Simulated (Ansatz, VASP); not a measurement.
**Al: VASP beside Ansatz**

```
Al
1.0
     0.00000    2.01997    2.01997
     2.01997    0.00000    2.01997
     2.01997    2.01997    0.00000
Al
1
Direct
  0.00000 0.00000 0.00000
```

Alike in both runs: functional PBE; k mesh 17 × 17 × 17; occupations fermi-dirac, width 0.08 eV; no spin polarisation.

Ansatz relaxed the structure, and its values are those at the end. VASP's run is a single point on that final structure, the one shown.

```csv
,VASP,Ansatz
version,VASP 6.6.1,Ansatz 0.2.0
potentials or method,"VASP PAW PBE potentials, release 64 (Al)","PAW with Ansatz's default frozen-core files, scalar-relativistic"
plane-wave cutoff (eV),520,420
valence electrons in the cell,3,3
```

|  | VASP | Ansatz | Ansatz less VASP |
| --- | --- | --- | --- |
| pressure (GPa) | 0.0 | 0.0 | +0.04 |
